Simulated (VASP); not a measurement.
Input of a VASP 6.6.1 run:

The input INCAR:

```
PREC = Accurate
ENCUT = 520
EDIFF = 1E-6
ISMEAR = -1
SIGMA = 0.05
LREAL = False
LASPH = True
NELM = 60
ALGO = Fast
ISIF = 2
LWAVE = False
LCHARG = False
GGA = PE
IVDW = 12
NBANDS = 12
```

Contents of KPOINTS:

```
Automatic mesh
0
Gamma
  11 11 11
```

File POSCAR:

```
Ag
1.0
    0.0000000000      2.0562785400      2.0562785400
    2.0562785400      0.0000000000      2.0562785400
    2.0562785400      2.0562785400      0.0000000000
Ag
1
Direct
    0.0000000000      0.0000000000      0.0000000000
```

Potentials or basis: VASP PAW PBE potentials, release 64 (Ag).

Run with:

```console
$ cat potpaw_PBE.64/Ag/POTCAR > POTCAR
$ mpirun -np 1 vasp_std > vasp.out
```

(1) What does it give for the pressure?

(2) Estimate the dispersion energy per atom.

Results:

(1) -3.3 GPa.

(2) -0.577 eV.

Caveat: pairwise dispersion overbinds metals, which lowers pressure and volume.
